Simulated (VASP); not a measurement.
Set up this calculation in VASP 6.6.1, as the native input.

```yaml
Task: single point
Functional: r2SCAN
Potentials_or_basis: VASP PAW PBE potentials, release 64 (Sb, C)
Cutoff: 660 eV
k_mesh: 5 × 5 × 3
Occupations: fermi-dirac, width 0.0284 eV
Spin: no spin polarisation
Dipole_correction: no
Further_INCAR_settings: ALGO = Normal; EDIFF = 1e-06; NBANDS = 27
```

The system is SbC3.

```xyz
8
Lattice="2.3228 3.5007 0.0000 2.3228 -3.5007 0.0000 0.0000 0.0000 -6.8137" Properties=species:S:1:pos:R:3 pbc="T T T"
Sb    2.3228   -2.0038   -5.1103
Sb    2.3228    2.0038   -1.7034
C     3.0336   -0.3683   -5.1103
C     3.0336    0.3683   -1.7034
C     1.1140   -1.4423   -6.3469
C     1.1140   -1.4423   -3.8736
C     1.1140    1.4423   -0.4667
C     1.1140    1.4423   -2.9401
```

One way to write it, as run:

POSCAR

```
SbC3
1.0
    2.3228470000      3.5006950000      0.0000000000
    2.3228470000     -3.5006950000      0.0000000000
    0.0000000000      0.0000000000     -6.8136850000
Sb C
2 6
Direct
    0.2138000000      0.7862000000      0.7500000000
    0.7862000000      0.2138000000      0.2500000000
    0.6004000000      0.7056000000      0.7500000000
    0.7056000000      0.6004000000      0.2500000000
    0.0338000000      0.4458000000      0.9315000000
    0.0338000000      0.4458000000      0.5685000000
    0.4458000000      0.0338000000      0.0685000000
    0.4458000000      0.0338000000      0.4315000000
```

INCAR.step1

```
SYSTEM = SbC3
PREC     = Accurate       ! precision mode
ENCUT    = 660            ! plane-wave cutoff, eV
ISMEAR   = -1             ! smearing method
SIGMA    = 0.0284         ! smearing width, eV
LREAL    = .FALSE.        ! projectors in reciprocal space
LASPH    = .TRUE.         ! aspherical terms in the spheres
NELM     = 120            ! most SCF steps
NBANDS   = 27             ! bands
GGA      = PE             ! functional
ALGO     = Normal         ! electronic algorithm
EDIFF    = 1E-5           ! SCF threshold, eV
LWAVE    = .TRUE.         ! write WAVECAR
LCHARG   = .FALSE.        ! write CHGCAR
GGA_COMPAT= .FALSE.
```

INCAR.step2

```
SYSTEM = SbC3
PREC     = Accurate       ! precision mode
ENCUT    = 660            ! plane-wave cutoff, eV
EDIFF    = 1E-6           ! SCF threshold, eV
ISMEAR   = -1             ! smearing method
SIGMA    = 0.0284         ! smearing width, eV
LREAL    = .FALSE.        ! projectors in reciprocal space
LASPH    = .TRUE.         ! aspherical terms in the spheres
NELM     = 120            ! most SCF steps
ALGO     = Normal         ! electronic algorithm
ISIF     = 2              ! what is computed and relaxed
LWAVE    = .FALSE.        ! write WAVECAR
LCHARG   = .TRUE.         ! write CHGCAR
METAGGA  = R2SCAN         ! meta-GGA
LMIXTAU  = .TRUE.       
LELF     = .TRUE.         ! ELF
LVHAR    = .TRUE.       
NBANDS   = 27             ! bands
ISTART   = 1            
GGA_COMPAT= .FALSE.
```

KPOINTS

```
Automatic mesh
0
G
  5 5 3
  0 0 0
```

Potentials or basis: VASP PAW PBE potentials, release 64 (Sb, C).

The run is started by

```bash
$ cat potpaw_PBE.64/Sb/POTCAR potpaw_PBE.64/C/POTCAR > POTCAR
$ cp INCAR.step1 INCAR
$ mpirun -np 1 vasp_std > vasp.out
$ cp INCAR.step2 INCAR
$ mpirun -np 1 vasp_std > vasp.out
```

Results of the run:

```json
{"Pressure": "44.9 GPa", "Largest force": "18.818 eV/Å", "Band gap on the k mesh": "zero (bands 17 and 18 overlap by 0.54 eV)"}
```

Caveat: the cell stands under pressure; the PAW data sets were made with another functional, which shifts forces and pressure a little; spin-orbit coupling is left out, which moves the levels of the heavy elements.

Run time: 6.9 min on 1 thread of Intel Xeon 8259CL (shared host), peak memory 0.32 GiB.
